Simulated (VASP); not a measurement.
# TiN (Fm-3m) in VASP: notebook

Runs on TiN. Level: PBE. Tasks: single point.

All numbers are computed with VASP 6.6.1; they aren't measurements. Logs are shortened: lines on timing, memory, paths and dates and some standing lists are left out, and cuts for length are marked.

### 1 The cell of the first run

It takes space group Fm-3m (No. 225, cubic). The conventional cell has a = 4.069 Å, b = 4.069 Å, c = 4.069 Å, α = 90.00°, β = 90.00°, γ = 90.00°. Within 2.7 Å of Ti (site symmetry m-3m) lie 6 N at 2.03 Å. N (site symmetry m-3m) has 6 Ti at 2.03 Å within 2.7 Å.

### 2 Single point, PBE, collinear spin (8.42 Å³/atom)

The input, INCAR:

```
  PREC = Accurate
  ENCUT = 520
  EDIFF = 1E-6
  ISMEAR = 0
  SIGMA = 0.15
  LREAL = F
  LASPH = T
  NELM = 150
  ALGO = Normal
  ISIF = 2
  LWAVE = F
  LCHARG = T
  ISPIN = 2
  MAGMOM = 0.25 0
  LORBIT = 11
  NUPDOWN = 0.25
  LMAXMIX = 4
  GGA = PE
  LELF = T
  LVHAR = T
  NBANDS = 20
```

The input, KPOINTS:

```
regular mesh
0
Gamma
  20 20 20
```

The input, POSCAR:

```
TiN
1.0
    0.0000000000      2.0347268658      2.0347268658
    2.0347268658      0.0000000000      2.0347268658
    2.0347268658      2.0347268658      0.0000000000
Ti N
1 1
Direct
    0.0000000000      0.0000000000      0.0000000000
    0.5000000000      0.5000000000      0.5000000000
```

Potentials or basis: VASP PAW PBE potentials, release 64 (Ti_sv, N).

Command:

```
cat potpaw_PBE.64/Ti_sv/POTCAR potpaw_PBE.64/N/POTCAR > POTCAR
mpirun -np 1 vasp_std > vasp.out
```

OUTCAR:

```text
PREC = Accurate
   ENCUT = 520
   EDIFF = 1E-6
   ISMEAR = 0
   LREAL = F
   LASPH = T
   NELM = 150
   ISIF = 2
   ISPIN = 2
   LORBIT = 11
   NUPDOWN = 0.25
   GGA = PE

 ion  position               nearest neighbor table
   1  0.000  0.000  0.000-   2 2.03   2 2.03   2 2.03   2 2.03   2 2.03   2 2.03
   2  0.500  0.500  0.500-   1 2.03   1 2.03   1 2.03   1 2.03   1 2.03   1 2.03

  LATTYP: Found a face centered cubic cell.
 ALAT       =     4.0694537316

  Lattice vectors:

 A1 = (   0.0000000000,   2.0347268658,   2.0347268658)
 A2 = (   2.0347268658,   0.0000000000,   2.0347268658)
 A3 = (   2.0347268658,   2.0347268658,   0.0000000000)

Analysis of symmetry for initial positions (statically):
=====================================================================
 Subroutine PRICEL returns:
 Original cell was already a primitive cell.

 Routine SETGRP: Setting up the symmetry group for a
 face centered cubic supercell.

 Subroutine GETGRP returns: Found 48 space group operations
 (whereof 48 operations were pure point group operations)
 out of a pool of 48 trial point group operations.

The static configuration has the point symmetry O_h .

Analysis of symmetry for dynamics (positions and initial velocities):
=====================================================================
 Subroutine PRICEL returns:
 Original cell was already a primitive cell.

 Routine SETGRP: Setting up the symmetry group for a
 face centered cubic supercell.

 Subroutine GETGRP returns: Found 48 space group operations
 (whereof 48 operations were pure point group operations)
 out of a pool of 48 trial point group operations.

The dynamic configuration has the point symmetry O_h .

Analysis of structural, dynamic, and magnetic symmetry:
=====================================================================
 Subroutine PRICEL returns:
 Original cell was already a primitive cell.

 Routine SETGRP: Setting up the symmetry group for a
 face centered cubic supercell.

 Subroutine GETGRP returns: Found 48 space group operations
 (whereof 48 operations were pure point group operations)
 out of a pool of 48 trial point group operations.

The overall configuration has the point symmetry O_h .

 Subroutine INISYM returns: Found 48 space group operations
 (whereof 48 operations are pure point group operations),
 and found     1 'primitive' translations

----------------------------------------------------------------------------------------

                                     Primitive cell

  volume of cell :      16.8480

  direct lattice vectors                    reciprocal lattice vectors
     0.000000000  2.034726866  2.034726866    -0.245733228  0.245733228  0.245733228
     2.034726866  0.000000000  2.034726866     0.245733228 -0.245733228  0.245733228
     2.034726866  2.034726866  0.000000000     0.245733228  0.245733228 -0.245733228

  length of vectors
     2.877538329  2.877538329  2.877538329     0.425622435  0.425622435  0.425622435

  position of ions in fractional coordinates (direct lattice)
     0.000000000  0.000000000  0.000000000
     0.500000000  0.500000000  0.500000000

  ion indices of the primitive-cell ions
   primitive index   ion index
                 1           1
                 2           2

----------------------------------------------------------------------------------------

 KPOINTS: regular mesh

Automatic generation of k-mesh.
 Grid dimensions read from file:
 generate k-points for:   20   20   20

 Generating k-lattice:

  Cartesian coordinates                     Fractional coordinates (reciprocal lattice)
    -0.012286661  0.012286661  0.012286661     0.050000000  0.000000000  0.000000000
     0.012286661 -0.012286661  0.012286661     0.000000000  0.050000000  0.000000000
     0.012286661  0.012286661 -0.012286661     0.000000000  0.000000000  0.050000000

  Length of vectors
     0.021281122  0.021281122  0.021281122

  Shift w.r.t. Gamma in fractional coordinates (k-lattice)
     0.000000000  0.000000000  0.000000000

 Subroutine IBZKPT returns following result:
 ===========================================

 Found    256 irreducible k-points:

 Following reciprocal coordinates:
            Coordinates               Weight
  0.000000  0.000000  0.000000      1.000000
  0.050000  0.000000  0.000000      8.000000
  0.100000  0.000000  0.000000      8.000000
  0.150000  0.000000  0.000000      8.000000
  0.200000  0.000000  0.000000      8.000000
  0.250000  0.000000  0.000000      8.000000
[... 16 lines left out ...]
 -0.400000  0.050000  0.000000     24.000000
 -0.350000  0.050000  0.000000     24.000000
 [... further k-points ...]
   k-points           NKPTS =    256   k-points in BZ     NKDIM =    256   number of bands    NBANDS=     20
   number of dos      NEDOS =    301   number of ions     NIONS =      2
   total plane-waves  NPLWV =  13824
   dimension x,y,z NGX =    24 NGY =   24 NGZ =   24
   dimension x,y,z NGXF=    48 NGYF=   48 NGZF=   48
   ions per type =               1   1
   NGX,Y,Z   is equivalent  to a cutoff of  13.87, 13.87, 13.87 a.u.
   NGXF,Y,Z  is equivalent  to a cutoff of  27.73, 27.73, 27.73 a.u.
 SYSTEM =  unknown system
   PREC   = accura    normal or accurate (medium, high low for compatibility)
   ISTART =      0    job   : 0-new  1-cont  2-samecut
   ICHARG =      2    charge: 1-file 2-atom 10-const
   ISPIN  =      2    spin polarized calculation?
   LNONCOLLINEAR =      F non collinear calculations
   LSORBIT =      F    spin-orbit coupling
   LASPH  =      T    aspherical Exc in radial PAW
   ENCUT  =  520.0 eV  38.22 Ry    6.18 a.u.   5.35  5.35  5.35*2*pi/ulx,y,z
   NELM   =    150;   NELMIN=  2; NELMDL= -5     # of ELM steps
   EDIFF  = 0.1E-05   stopping-criterion for ELM
   LREAL  =      F    real-space projection
[... 7 lines left out ...]
   TEBEG  =    0.0;   TEEND  =   0.0 temperature during run
   PSTRESS=    0.0 pullay stress
   NELECT =      17.0000    total number of electrons
   NUPDOWN=       0.2500    fix difference up-down
   EMIN   =  10.00;   EMAX   =-10.00  energy-range for DOS
   EFERMI =   0.00;   METHOD = LEGACY
   ISMEAR =     0;   SIGMA  =   0.15  broadening in eV -4-tet -1-fermi 0-gaus
   EFERMI_NEDOS =   21; number of points for ismear=-14 and -15
   IALGO  =     38    algorithm
   IMIX   =      4    mixing-type and parameters
     AMIX     =   0.40;   BMIX     =  1.00
     AMIX_MAG =   1.60;   BMIX_MAG =  1.00
  volume/ion in A,a.u.               =       8.42        56.85
  Fermi-wavevector in a.u.,A,eV,Ry     =   1.642007  3.102943 36.683854  2.696187
  Thomas-Fermi vector in A             =   2.732382
   LORBIT       =     11    0 simple, 1 ext, 2 COOP (PROOUT), +10 PAW based schemes
   GGA     = PE    functional components
   LHFCALC =     F    Hartree Fock is set to
   AEXX    =    0.0000 exact exchange contribution
   IVDW    =     0    specifies the selected vdW correction
   LEPSILON=     F    determine dielectric tensor
   LRPA    =     F    only Hartree local field effects (RPA)
 spin polarized calculation
 Gauss-broadening in eV      SIGMA  =   0.15
  energy-cutoff  :      520.00
  volume of cell :       16.85
 maximum number of plane-waves:       469
 NGX is ok and might be reduce to    24
   NGX = 11   NGY = 11   NGZ = 11

 number of electron      17.0000002 magnetization       0.2500000

 Free energy of the ion-electron system (eV)
  ---------------------------------------------------
  ext. energy  EPLUGINS =         0.00000000
  ---------------------------------------------------
  free energy    TOTEN  =       -19.30041484 eV

  energy without entropy =      -19.29183693  energy(sigma->0) =      -19.29612588

 E-fermi :  12.9394     XC(G=0): -13.7193

 val. band max:       13.4209778366   @ k =  -0.4500   0.2500   0.0500
 cond. band min:      12.9795673848   @ k =   0.2000   0.0500   0.0000
 fundamental gap:     -0.4414104518
 Fermi energy:        13.4471949272

 spin component 1

 k-point     1 :       0.0000    0.0000    0.0000
  band No.  band energies     occupation
      1     -44.5706      1.00000
      2     -20.4338      1.00000
      3     -20.4338      1.00000
      4     -20.4338      1.00000
      5      -4.6850      1.00000
      6      10.9876      1.00000
[... 12 lines left out ...]
     19      42.6478      0.00000
     20      42.6478      0.00000

 k-point     2 :       0.0500    0.0000    0.0000
  band No.  band energies     occupation
      1     -44.5665      1.00000
      2     -20.4605      1.00000
      3     -20.4358      1.00000
      4     -20.4358      1.00000
      5      -4.6239      1.00000
      6      10.6349      1.00000
[... 498 lines left out ...]
 k-point    24 :      -0.3500    0.0500    0.0000
  band No.  band energies     occupation
      1     -44.4291      1.00000
      2     -21.2807      1.00000
      3     -20.5286      1.00000
      4     -20.4932      1.00000
      5      -2.2837      1.00000
      6       5.2601      1.00000
[... 12 lines left out ...]
     19      38.8935      0.00000
     20      40.9237      0.00000

 [... further k-points ...]

 spin component 2

 k-point     1 :       0.0000    0.0000    0.0000
  band No.  band energies     occupation
      1     -44.3890      1.00000
      2     -20.2512      1.00000
      3     -20.2512      1.00000
      4     -20.2512      1.00000
      5      -4.6177      1.00000
      6      11.0300      1.00000
[... 12 lines left out ...]
     19      42.7539      0.00000
     20      42.7539      0.00000

 k-point     2 :       0.0500    0.0000    0.0000
  band No.  band energies     occupation
      1     -44.3850      1.00000
      2     -20.2780      1.00000
      3     -20.2532      1.00000
      4     -20.2532      1.00000
      5      -4.5567      1.00000
      6      10.6982      1.00000
[... 498 lines left out ...]
 k-point    24 :      -0.3500    0.0500    0.0000
  band No.  band energies     occupation
      1     -44.2473      1.00000
      2     -21.1017      1.00000
      3     -20.3456      1.00000
      4     -20.3100      1.00000
      5      -2.2249      1.00000
      6       5.3657      1.00000
[... 12 lines left out ...]
     19      39.0143      0.00000
     20      41.0413      0.00000

 [... further k-points ...]

------------------------ aborting loop because EDIFF is reached ----------------------------------------

  FORCE on cell =-STRESS in cart. coord.  units (eV):
  Direction    XX          YY          ZZ          XY          YZ          ZX
  --------------------------------------------------------------------------------------
  -------------------------------------------------------------------------------------
  Total        5.0057190      5.0057190      5.0057190      0.0000000     -0.0000000      0.0000000
  in kB      476.0238269    476.0238269    476.0238269      0.0000000     -0.0000000      0.0000000
  external PRESSURE =     476.0238269 kB  Pullay stress =       0.0000000 kB

 VOLUME and BASIS-vectors are now :
 -----------------------------------------------------------------------------
  energy-cutoff  :      520.00
  volume of cell :       16.85
      direct lattice vectors                 reciprocal lattice vectors
     0.000000000  2.034726866  2.034726866    -0.245733228  0.245733228  0.245733228
     2.034726866  0.000000000  2.034726866     0.245733228 -0.245733228  0.245733228
     2.034726866  2.034726866  0.000000000     0.245733228  0.245733228 -0.245733228

 POSITION                                       TOTAL-FORCE (eV/Angst)
 -----------------------------------------------------------------------------------
      0.00000      0.00000      0.00000        -0.000000     -0.000000     -0.000000
      2.03473      2.03473      2.03473         0.000000      0.000000      0.000000
 -----------------------------------------------------------------------------------
    total drift:                                0.000000     -0.000000     -0.000000

  FREE ENERGIE OF THE ION-ELECTRON SYSTEM (eV)
  ---------------------------------------------------
  free  energy   TOTEN  =       -19.3004148395 eV

  energy  without entropy=      -19.2918369270  energy(sigma->0) =      -19.29612588

 total charge

# of ion       s       p       d       tot
------------------------------------------
    1        2.214   6.305   2.137  10.656
    2        1.260   2.590   0.000   3.850
--------------------------------------------------
tot          3.474   8.895   2.137  14.506

 magnetization (x)

# of ion       s       p       d       tot
------------------------------------------
    1        0.002   0.002   0.186   0.189
    2        0.000   0.016   0.000   0.017
--------------------------------------------------
tot          0.002   0.018   0.186   0.206
```

It took 74 s on 1 thread of Intel Xeon 6975P-C (Granite Rapids), shared host; peak memory 0.25 GiB.

What came out:

```yaml
Free_energy: -19.3004 eV
Pressure: 47.6 GPa
Net_moment: 0.25 μB per cell
Site_moments: Ti +0.19; N +0.02 μB
Valence_electrons_inside_the_program's_atomic_spheres: Ti 10.66; N 3.85
```

Caveat: the cell stands under pressure; the total moment is fixed, so each spin has its own Fermi level.

### 3 Single point, PBE, collinear spin (8.42 Å³/atom)

The input, INCAR:

```
PREC = Accurate
ENCUT = 520
EDIFF = 1E-6
ISMEAR = 0
SIGMA = 0.15
LREAL = F
LASPH = T
NELM = 150
ALGO = Normal
ISIF = 2
LWAVE = F
LCHARG = F
ISPIN = 2
MAGMOM = 1 0
LORBIT = 11
NUPDOWN = 1.0
LMAXMIX = 4
GGA = PE
NBANDS = 20
```

The input, KPOINTS:

```
Automatic mesh
0
Gamma
  20 20 20
```

POSCAR is that of step 2.

Potentials or basis: VASP PAW PBE potentials, release 64 (Ti_sv, N).

Command:

```
cat potpaw_PBE.64/Ti_sv/POTCAR potpaw_PBE.64/N/POTCAR > POTCAR
mpirun -np 1 vasp_std > vasp.out
```

Wall time 70 s (1 thread of Intel Xeon 6975P-C (Granite Rapids), shared host); peak memory 0.25 GiB.

Results (log left out):

```yaml
Free_energy: -18.7186 eV
Pressure: 57.0 GPa
Net_moment: 1.00 μB per cell
Site_moments: Ti +0.73; N +0.08 μB
Valence_electrons_inside_the_program's_atomic_spheres: Ti 10.68; N 3.85
```

Caveat: the cell stands under pressure; the total moment is fixed, so each spin has its own Fermi level.

### 4 Single point, PBE, collinear spin (9.19 Å³/atom)

This run uses another cell than the first one, of 9.19 Å³/atom.

The input, INCAR:

```
ALGO     = Normal         # electronic algorithm
EDIFF    = 1E-6           # SCF threshold, eV
ENCUT    = 520            # plane-wave cutoff, eV
GGA      = PE             # functional
ISIF     = 2              # what is computed and relaxed
ISMEAR   = 0              # smearing method
ISPIN    = 2              # spin polarisation
LASPH    = True           # aspherical terms in the spheres
LCHARG   = True           # write CHGCAR
LELF     = True           # ELF
LMAXMIX  = 4              # l up to which the mixer works
LORBIT   = 11             # projections on sites
LREAL    = False          # projectors in reciprocal space
LVHAR    = True         
LWAVE    = False          # write WAVECAR
MAGMOM   = 1 0            # initial moments
NBANDS   = 20             # bands
NELM     = 150            # most SCF steps
NUPDOWN  = 1.0            # fixed moment
PREC     = Accurate       # precision mode
SIGMA    = 0.15           # smearing width, eV
```

The input, KPOINTS:

```
k-points
0
Gamma
  20 20 20
```

The input, POSCAR:

```
TiN
1.0
    0.0000000000      2.0946196358      2.0946196358
    2.0946196358      0.0000000000      2.0946196358
    2.0946196358      2.0946196358      0.0000000000
Ti N
1 1
Direct
    0.0000000000      0.0000000000      0.0000000000
    0.5000000000      0.5000000000      0.5000000000
```

Command:

```
cat potpaw_PBE.64/Ti_sv/POTCAR potpaw_PBE.64/N/POTCAR > POTCAR
mpirun -np 1 vasp_std > vasp.out
```

It took 1.7 min on 1 thread of AMD EPYC 9R45 (Zen 5), shared host; peak memory 0.24 GiB.

Results (log left out):

- Free energy: -19.0861 eV
- Pressure: 21.8 GPa
- Net moment: 1.00 μB per cell
- Site moments: Ti +0.75; N +0.06 μB
- Valence electrons inside the program's atomic spheres: Ti 10.48; N 3.79

Caveat: the cell stands under pressure; the total moment is fixed, so each spin has its own Fermi level.

### 5 Overview

```tsv
fixed moment (μB)	cell	pressure (GPa)	moment (μB)
0.25	a = 2.878 Å, angles 60.0°, 2 atoms	47.6	0.25
1.0	a = 2.878 Å, angles 60.0°, 2 atoms	57.0	1.00
1.0	a = 2.962 Å, angles 60.0°, 2 atoms	21.8	1.00
```

Alike in all rows: task single point; level PBE; potentials or basis VASP PAW PBE potentials, release 64 (Ti_sv, N); spin collinear; k mesh 20 × 20 × 20; cutoff (eV) 520; smearing gaussian 0.15 eV.

Caveats: the cell stands under pressure; the total moment is fixed, so each spin has its own Fermi level.

Absolute energies hang on the potentials; compare differences alone.
